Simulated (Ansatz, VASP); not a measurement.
## MgI2 in VASP and in Ansatz

```
Mg I
1.0
     4.15664    0.00000    0.00000
    -2.07832    3.59975    0.00000
     0.00000    0.00000    6.87561
Mg I
1 2
Direct
  0.00000 0.00000 0.00000
  0.33333 0.66667 0.24257
  0.66667 0.33333 0.75743
```

Alike in both runs: task single point; functional r2SCAN; k mesh 12 × 12 × 4; no spin polarisation.

|  | VASP | Ansatz |
| --- | --- | --- |
| version | VASP 6.6.1 | Ansatz 0.2.0 |
| potentials or method | VASP PAW PBE potentials, release 64 (Mg, I) | plane waves, PAW |
| plane-wave cutoff (eV) | 520 | 500 |
| occupations | gaussian, width 0.01 eV | fixed |
| valence electrons in the cell | 16 | 44 |

Ansatz gave:

- gap on the k mesh at the Fermi level (eV): 4.14
- pressure (GPa): 0.6
- rms of the force components (eV/Å): 0.012

Problem. Which values does VASP return?

Solution. gap on the k mesh at the Fermi level (eV): 4.10; pressure (GPa): 0.5; rms of the force components (eV/Å): 0.020.

VASP's potentials were made for PBE, not for r2SCAN. Atom by atom the forces differ by 0.009 eV/Å (rms over components). VASP's potentials hold 16 valence electrons a cell and Ansatz's 44, so a difference there can come from the potentials and not from the codes.

Spin-orbit coupling is off throughout.
